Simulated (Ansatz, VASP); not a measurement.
CaO: VASP beside Ansatz

```
CELL_PARAMETERS angstrom
1.82954 1.05628 5.96987
-1.82954 1.05628 5.96987
0.00000 -2.11257 5.96987
ATOMIC_POSITIONS crystal
Ca 0.00002 0.00002 0.00002
Ca 0.49999 0.49999 0.49999
O 0.37498 0.37498 0.37498
O 0.87501 0.87501 0.87501
```

Alike in both runs: task relaxation of cell and atoms; functional PBEsol; k mesh 6 × 6 × 6; occupations gaussian, width 0.02 eV; no spin polarisation.

|  | VASP | Ansatz |
| --- | --- | --- |
| version | VASP 6.6.1 | Ansatz 0.2.0 |
| potentials or method | VASP PAW PBE potentials, release 64 (Ca_sv, O), cutoff 600 eV | scalar-relativistic, plane waves, PAW |
| valence electrons in the cell | 32 | 32 |

|  | VASP | Ansatz | Ansatz less VASP |
| --- | --- | --- | --- |
| gap on the k mesh at the Fermi level, each at its own relaxed structure (eV) | 3.25 | 3.27 | +0.022 |
| relaxed volume (Å³/atom) | 17.46 | 17.36 | -0.097 |
| relaxed length of the cell vector where the two differ most in proportion (Å) | 6.353 | 6.342 | -0.0108 |

VASP's potentials were made for PBE, not for PBEsol.
